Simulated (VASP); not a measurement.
Crystal: BAs (rocksalt type).

```xyz
2
Lattice="0.0000 2.1544 2.1544 2.1544 0.0000 2.1544 2.1544 2.1544 0.0000" Properties=species:S:1:pos:R:3 pbc="T T T"
B     0.0000    0.0000    0.0000
As    2.1544    2.1544    2.1544
```

```yaml
Program: VASP 6.6.1
Task: relaxation of cell and atoms
Functional: PBE
Potentials_or_basis: VASP PAW PBE potentials, release 64 (B, As)
Cutoff: 600 eV
k_mesh: 16 × 16 × 16
Occupations: fermi-dirac, width 0.1 eV
Spin: no spin polarisation
```

At the start: pressure 42.2 GPa; volume 10.00 Å³/atom.

**Question.** Where does the relaxation end?

**Answer.** Over 17 steps the energy falls by 253.5 meV/atom and the volume is 12.31 Å³/atom (+23.1 %); space group Fm-3m (No. 225, to 0.05 Å).

The path:
```
step  energy change (eV)  largest force (eV/Å)  pressure (GPa)  volume (Å³)
   1              0.0000                0.0000           42.15        20.00
   2             -0.3055                0.0000          -14.10        28.62
   3             -0.5070                0.0000           -0.13        24.65
   4             -0.5069                0.0000            0.40        24.55
   5             -0.5069                0.0000            0.40        24.55
   6             -0.5069                0.0000            0.38        24.56
   7             -0.5069                0.0000            0.38        24.56
   8             -0.5069                0.0000            0.37        24.56
   9             -0.5069                0.0000            0.37        24.56
  10             -0.5069                0.0000            0.37        24.56
  11             -0.5069                0.0000            0.37        24.56
  12             -0.5069                0.0000            0.37        24.56
  13             -0.5069                0.0000            0.36        24.56
  14             -0.5069                0.0000            0.34        24.56
  15             -0.5069                0.0000            0.28        24.57
  16             -0.5070                0.0000            0.19        24.59
  17             -0.5070                0.0000            0.00        24.63
```

Final structure:
```cif
data_structure
_symmetry_space_group_name_H-M 'P 1'
_symmetry_Int_Tables_number 1
_cell_length_a 3.2656
_cell_length_b 3.2656
_cell_length_c 3.2656
_cell_angle_alpha 60.000
_cell_angle_beta 60.000
_cell_angle_gamma 60.000
_cell_volume 24.63
loop_
_atom_site_label
_atom_site_type_symbol
_atom_site_fract_x
_atom_site_fract_y
_atom_site_fract_z
_atom_site_occupancy
B1 B 0.00000 0.00000 0.00000 1
As1 As 0.50000 0.50000 0.50000 1
```

Caveat: the volume moved by over 15 % at a fixed basis, so the end points are rough.
